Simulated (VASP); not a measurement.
# Li (I4_1/amd) in VASP: notebook

Li is run at these levels: PBE; tasks: relaxation of cell and atoms.

All numbers are computed with VASP 6.6.1; they aren't measurements. Logs are shortened: lines on timing, memory, paths and dates and some standing lists are left out, and cuts for length are marked.

## Step 1: The cell of the first run

It takes space group I4_1/amd (No. 141, tetragonal). Conventional cell: a = 5.258 Å, b = 5.258 Å, c = 2.850 Å, α = 90.00°, β = 90.00°, γ = 90.00°. Li (site symmetry -4m2) has 10 Li at 2.72 to 3.39 Å within 3.6 Å.

## Step 2: Relaxation of cell and atoms, PBE, target pressure 0.43 GPa, at which the enthalpy is minimised

INCAR

```
PREC = Accurate ; ENCUT = 600
EDIFF = 1E-6 ; ISMEAR = -1
SIGMA = 0.1 ; LREAL = F
LASPH = T ; NELM = 100
ALGO = Normal ; ISIF = 3
LWAVE = F ; LCHARG = F
GGA = PE ; IBRION = 2
NSW = 32 ; EDIFFG = -0.005
PSTRESS = 4.3
```

KPOINTS

```
regular mesh
0
Gamma
  15 15 15
```

POSCAR

```
Li
1.0
   -2.6287585482      2.6287585482      1.4250659178
    2.6287585482     -2.6287585482      1.4250659178
    2.6287585482      2.6287585482     -1.4250659178
Li
2
Direct
   -0.3750000000     -0.1250000000     -0.2500000000
    0.3750000000      0.1250000000      0.2500000000
```

Potentials or basis: VASP PAW PBE potentials, release 64 (Li_sv).

Launch:

```console
cat potpaw_PBE.64/Li_sv/POTCAR > POTCAR
mpirun -np 1 vasp_std > vasp.out
```

OUTCAR:

```text
PREC = Accurate
   ENCUT = 600
   EDIFF = 1E-6
   ISMEAR = -1
   LREAL = F
   LASPH = T
   NELM = 100
   ISIF = 3
   GGA = PE
   IBRION = 2
   NSW = 32
   EDIFFG = -0.005
   PSTRESS = 4.3

 ion  position               nearest neighbor table
   1  0.625  0.875  0.750-
   2  0.375  0.125  0.250-

  LATTYP: Found a body centered tetragonal cell.
 ALAT       =     5.2575170964
 C/A-ratio  =     0.5421060518

  Lattice vectors:

 A1 = (  -2.6287585482,   2.6287585482,   1.4250659178)
 A2 = (   2.6287585482,  -2.6287585482,   1.4250659178)
 A3 = (   2.6287585482,   2.6287585482,  -1.4250659178)

Analysis of symmetry for initial positions (statically):
=====================================================================
 Subroutine PRICEL returns:
 Original cell was already a primitive cell.

 Routine SETGRP: Setting up the symmetry group for a
 body centered tetragonal supercell.

 Subroutine GETGRP returns: Found 16 space group operations
 (whereof  4 operations were pure point group operations)
 out of a pool of 16 trial point group operations.

The static configuration has the point symmetry C_2h.
 The point group associated with its full space group is D_4h.

Analysis of symmetry for dynamics (positions and initial velocities):
=====================================================================
 Subroutine PRICEL returns:
 Original cell was already a primitive cell.

 Routine SETGRP: Setting up the symmetry group for a
 body centered tetragonal supercell.

 Subroutine GETGRP returns: Found 16 space group operations
 (whereof  4 operations were pure point group operations)
 out of a pool of 16 trial point group operations.

The dynamic configuration has the point symmetry C_2h.
 The point group associated with its full space group is D_4h.

 Subroutine INISYM returns: Found 16 space group operations
 (whereof  4 operations are pure point group operations),
 and found     1 'primitive' translations

----------------------------------------------------------------------------------------

                                     Primitive cell

  volume of cell :      39.3909

  direct lattice vectors                    reciprocal lattice vectors
    -2.628758548  2.628758548  1.425065918     0.000000000  0.190203851  0.350860963
     2.628758548 -2.628758548  1.425065918     0.190203851  0.000000000  0.350860963
     2.628758548  2.628758548 -1.425065918     0.190203851  0.190203851  0.000000000

  length of vectors
     3.981401246  3.981401246  3.981401246     0.399100138  0.399100138  0.268988866

  position of ions in fractional coordinates (direct lattice)
     0.625000000  0.875000000  0.750000000
     0.375000000  0.125000000  0.250000000

  ion indices of the primitive-cell ions
   primitive index   ion index
                 1           1
                 2           2

----------------------------------------------------------------------------------------

 KPOINTS: regular mesh

Automatic generation of k-mesh.
 Grid dimensions read from file:
 generate k-points for:   15   15   15

 Generating k-lattice:

  Cartesian coordinates                     Fractional coordinates (reciprocal lattice)
     0.000000000  0.012680257  0.023390731     0.066666667  0.000000000  0.000000000
     0.012680257  0.000000000  0.023390731     0.000000000  0.066666667  0.000000000
     0.012680257  0.012680257  0.000000000     0.000000000  0.000000000  0.066666667

  Length of vectors
     0.026606676  0.026606676  0.017932591

  Shift w.r.t. Gamma in fractional coordinates (k-lattice)
     0.000000000  0.000000000  0.000000000

 Subroutine IBZKPT returns following result:
 ===========================================

 Found    288 irreducible k-points:

 Following reciprocal coordinates:
            Coordinates               Weight
  0.000000  0.000000  0.000000      1.000000
  0.066667  0.000000 -0.000000      8.000000
  0.133333  0.000000 -0.000000      8.000000
  0.200000  0.000000 -0.000000      8.000000
  0.266667  0.000000 -0.000000      8.000000
  0.333333  0.000000 -0.000000      8.000000
[... 16 lines left out ...]
  0.133333  0.133333 -0.000000      8.000000
  0.200000  0.133333 -0.000000     16.000000
 [... further k-points ...]
   k-points           NKPTS =    288   k-points in BZ     NKDIM =    288   number of bands    NBANDS=      7
   number of dos      NEDOS =    301   number of ions     NIONS =      2
   total plane-waves  NPLWV =  32768
   dimension x,y,z NGX =    32 NGY =   32 NGZ =   32
   dimension x,y,z NGXF=    64 NGYF=   64 NGZF=   64
   ions per type =               2
   NGX,Y,Z   is equivalent  to a cutoff of  13.36, 13.36, 13.36 a.u.
   NGXF,Y,Z  is equivalent  to a cutoff of  26.72, 26.72, 26.72 a.u.
 SYSTEM =  unknown system
   PREC   = accura    normal or accurate (medium, high low for compatibility)
   ISTART =      0    job   : 0-new  1-cont  2-samecut
   ICHARG =      2    charge: 1-file 2-atom 10-const
   ISPIN  =      1    spin polarized calculation?
   LNONCOLLINEAR =      F non collinear calculations
   LSORBIT =      F    spin-orbit coupling
   LASPH  =      T    aspherical Exc in radial PAW
   ENCUT  =  600.0 eV  44.10 Ry    6.64 a.u.   7.95  7.95  7.95*2*pi/ulx,y,z
   NELM   =    100;   NELMIN=  2; NELMDL= -5     # of ELM steps
   EDIFF  = 0.1E-05   stopping-criterion for ELM
   LREAL  =      F    real-space projection
   EDIFFG = -.5E-02   stopping-criterion for IOM
   NSW    =     32    number of steps for IOM
   IBRION =      2    ionic relax: 0-MD 1-quasi-New 2-CG
   NFREE  =      1    steps in history (QN), initial steepest desc. (CG)
   ISIF   =      3    stress and relaxation
   ISYM   =      2    0-nonsym 1-usesym 2-fastsym
   POTIM  = 0.5000    time-step for ionic-motion
   TEBEG  =    0.0;   TEEND  =   0.0 temperature during run
   PSTRESS=    4.3 pullay stress
   NELECT =       6.0000    total number of electrons
   NUPDOWN=      -1.0000    fix difference up-down
   EMIN   =  10.00;   EMAX   =-10.00  energy-range for DOS
   EFERMI =   0.00;   METHOD = LEGACY
   ISMEAR =    -1;   SIGMA  =   0.10  broadening in eV -4-tet -1-fermi 0-gaus
   EFERMI_NEDOS =   21; number of points for ismear=-14 and -15
   IALGO  =     38    algorithm
   IMIX   =      4    mixing-type and parameters
     AMIX     =   0.40;   BMIX     =  1.00
     AMIX_MAG =   1.60;   BMIX_MAG =  1.00
  volume/ion in A,a.u.               =      19.70       132.91
  Fermi-wavevector in a.u.,A,eV,Ry     =   0.874299  1.652185 10.400268  0.764398
  Thomas-Fermi vector in A             =   1.993810
   LORBIT       =      0    0 simple, 1 ext, 2 COOP (PROOUT), +10 PAW based schemes
   GGA     = PE    functional components
   LHFCALC =     F    Hartree Fock is set to
   AEXX    =    0.0000 exact exchange contribution
   IVDW    =     0    specifies the selected vdW correction
   LEPSILON=     F    determine dielectric tensor
   LRPA    =     F    only Hartree local field effects (RPA)
 conjugate gradient relaxation of ions
 non-spin polarized calculation
  energy-cutoff  :      600.00
  volume of cell :       39.39
 maximum number of plane-waves:      1342
   NGX = 15   NGY = 15   NGZ = 15

--------------------------------------- Ionic step        1  -------------------------------------------

 number of electron       6.0000014 magnetization

 Free energy of the ion-electron system (eV)
  ---------------------------------------------------
  ext. energy  EPLUGINS =         0.00000000
  ---------------------------------------------------
  free energy    TOTEN  =        -3.67874776 eV

  energy without entropy =       -3.64825925  energy(sigma->0) =       -3.66350350

------------------------ aborting loop because EDIFF is reached ----------------------------------------

  FORCE on cell =-STRESS in cart. coord.  units (eV):
  Direction    XX          YY          ZZ          XY          YZ          ZX
  --------------------------------------------------------------------------------------
  -------------------------------------------------------------------------------------
  Total        0.0739635      0.0739635      0.0792821      0.0000000     -0.0000000     -0.0000000
  in kB        3.0083749      3.0083749      3.2247008      0.0000000     -0.0000000     -0.0000000
  external PRESSURE =      -1.2195164 kB  Pullay stress =       4.3000000 kB
[... 61 lines left out ...]
  enthalpy is  TOTEN    =        -3.5730849270 eV   P V=        0.1054900723

--------------------------------------- Ionic step        3  -------------------------------------------

 number of electron       6.0000016 magnetization

 Free energy of the ion-electron system (eV)
  ---------------------------------------------------
  ext. energy  EPLUGINS =         0.00000000
  ---------------------------------------------------
  free energy    TOTEN  =        -3.67814427 eV

  energy without entropy =       -3.64769212  energy(sigma->0) =       -3.66291820

 E-fermi :   0.6776     XC(G=0):  -7.1306

 val. band max:        0.6698530730   @ k =   0.4667   0.0000  -0.0000
 cond. band min:       0.6865071054   @ k =  -0.3333  -0.4667   0.1333
 fundamental gap:      0.0166540324
 Fermi energy:         0.6776393134

 k-point     1 :       0.0000    0.0000    0.0000
  band No.  band energies     occupation
      1     -45.9197      2.00000
      2     -45.8733      2.00000
      3      -2.8596      2.00000
      4       4.4597      0.00000
      5       4.4597      0.00000
      6       6.9586      0.00000
      7       9.6986      0.00000
[... 221 lines left out ...]
 k-point    24 :       0.2000    0.1333   -0.0000
  band No.  band energies     occupation
      1     -45.9021      2.00000
      2     -45.8705      2.00000
      3      -1.1307      2.00000
      4       4.4924      0.00000
      5       6.1174      0.00000
      6       6.3613      0.00000
      7       8.0907      0.00000

 [... further k-points ...]

------------------------ aborting loop because EDIFF is reached ----------------------------------------

  FORCE on cell =-STRESS in cart. coord.  units (eV):
  Direction    XX          YY          ZZ          XY          YZ          ZX
  --------------------------------------------------------------------------------------
  -------------------------------------------------------------------------------------
  Total        0.0981712      0.0981712      0.1001243      0.0000000      0.0000000     -0.0000000
  in kB        4.0207216      4.0207216      4.1007154      0.0000000      0.0000000     -0.0000000
  external PRESSURE =      -0.2526138 kB  Pullay stress =       4.3000000 kB
[... 17 lines left out ...]
  FREE ENERGIE OF THE ION-ELECTRON SYSTEM (eV)
  ---------------------------------------------------
  free  energy   TOTEN  =        -3.6781442703 eV

  energy  without entropy=       -3.6476921222  energy(sigma->0) =       -3.66291820

  enthalpy is  TOTEN    =        -3.5731541404 eV   P V=        0.1049901299

 reached required accuracy - stopping structural energy minimisation
```

Wall time 98 s (1 thread of Intel Xeon Platinum 8488C (Sapphire Rapids), shared host); peak memory 0.22 GiB.

What came out:

```
Free energy                                                : -3.6781 eV
Relaxed volume                                             : 19.56 Å³/atom
Relaxed cell                                               : a = 3.972 Å, b = 3.972 Å, c = 3.972 Å, α = 97.37°, β = 97.37°, γ = 138.04°
Space group after relaxing (to 0.1 Å)                      : I4_1/amd (No. 141)
Energy change on relaxing (the run minimises the enthalpy) : +0.3 meV/atom
Ionic steps                                                : 3
Pressure after relaxing                                    : 0.4 GPa
Band gap on the k mesh                                     : zero (bands 3 and 4 overlap by 2.92 eV)
```

The path:
```csv
step,energy change (eV),largest force (eV/Å),pressure (GPa),volume (Å³)
1,0.0000,0.0000,0.31,39.39
2,0.0002,0.0000,0.35,39.31
3,0.0006,0.0000,0.40,39.12
```

Final structure:
```
Li
1.0
    -2.62234    2.62234    1.42217
     2.62234   -2.62234    1.42217
     2.62234    2.62234   -1.42217
Li
2
Direct
  0.62500 0.87500 0.75000
  0.37500 0.12500 0.25000
```

Levels at points of the mesh, in eV from the Fermi level:
```
           k point  band 1  band 2  band 3  band 4  band 5  band 6  band 7
(0.00, 0.00, 0.00)  -46.60  -46.55   -3.54    3.78    3.78    6.28    9.02
```

Caveat: the cutoff is under 1.25 times the usual one of these potentials, so pressure, stress and relaxed cells hold a basis-set (Pulay) error; the cell is relaxed towards a set pressure, so the run minimises the enthalpy, not the energy.

## Step 3: Relaxation of cell and atoms, PBE, target pressure 0.43 GPa, at which the enthalpy is minimised

This run uses another cell than the first one, of 20.23 Å³/atom.

INCAR

```
SYSTEM = Li
ALGO     = Normal         ! electronic algorithm
EDIFF    = 1E-6           ! SCF threshold, eV
EDIFFG   = -0.005         ! ionic threshold
ENCUT    = 600            ! plane-wave cutoff, eV
GGA      = PE             ! functional
IBRION   = 2              ! ionic algorithm
ISIF     = 3              ! what is computed and relaxed
ISMEAR   = -1             ! smearing method
LASPH    = .TRUE.         ! aspherical terms in the spheres
LCHARG   = .FALSE.        ! write CHGCAR
LREAL    = .FALSE.        ! projectors in reciprocal space
LWAVE    = .FALSE.        ! write WAVECAR
NELM     = 80             ! most SCF steps
NSW      = 60             ! ionic steps
PREC     = Accurate       ! precision mode
PSTRESS  = 4.3          
SIGMA    = 0.1            ! smearing width, eV
```

KPOINTS

```
k-points
0
G
  15 15 15
  0 0 0
```

POSCAR

```
Li
1.0
   -2.6393740298      2.6393740298      1.4516557164
    2.6393740298     -2.6393740298      1.4516557164
    2.6393740298      2.6393740298     -1.4516557164
Li
2
Direct
   -0.3750000000     -0.1250000000     -0.2500000000
    0.3750000000      0.1250000000      0.2500000000
```

Potentials or basis: VASP PAW PBE potentials, release 64 (Li_sv).

Launch:

```console
cat potpaw_PBE.64/Li_sv/POTCAR > POTCAR
mpirun -np 1 vasp_std > vasp.out
```

Run time: 2.2 min. Hardware: 1 thread of Intel Xeon Platinum 8488C (Sapphire Rapids), shared host; peak memory 0.22 GiB.

Results (log left out):

```
Free energy                                                : -3.6788 eV
Relaxed volume                                             : 19.49 Å³/atom
Relaxed cell                                               : a = 3.966 Å, b = 3.966 Å, c = 3.966 Å, α = 97.38°, β = 97.38°, γ = 138.01°
Space group after relaxing (to 0.1 Å)                      : I4_1/amd (No. 141)
Energy change on relaxing (the run minimises the enthalpy) : +0.5 meV/atom
Ionic steps                                                : 4
Pressure after relaxing                                    : 0.4 GPa
Band gap on the k mesh                                     : zero (bands 3 and 4 overlap by 2.93 eV)
```

Step by step:
```csv
step,energy change (eV),largest force (eV/Å),pressure (GPa),volume (Å³)
1,0.0000,0.0000,-0.05,40.45
2,-0.0002,0.0000,0.06,40.09
3,0.0009,0.0000,0.42,39.03
4,0.0011,0.0000,0.44,38.98
```

Final structure:
```
CELL_PARAMETERS angstrom
-2.61840 2.61840 1.42121
2.61840 -2.61840 1.42121
2.61840 2.61840 -1.42121
ATOMIC_POSITIONS crystal
Li 0.62500 0.87500 0.75000
Li 0.37500 0.12500 0.25000
```

Levels at points of the mesh, in eV from the Fermi level:
```csv
k point,band 1,band 2,band 3,band 4,band 5,band 6
"(0.00, 0.00, 0.00)",-46.59,-46.54,-3.54,3.80,3.80,6.30
```

Caveat: the cutoff is under 1.25 times the usual one of these potentials, so pressure, stress and relaxed cells hold a basis-set (Pulay) error; the cell is relaxed towards a set pressure, so the run minimises the enthalpy, not the energy.

The gap in the log of VASP goes by the Fermi energy; the results here count the filled bands.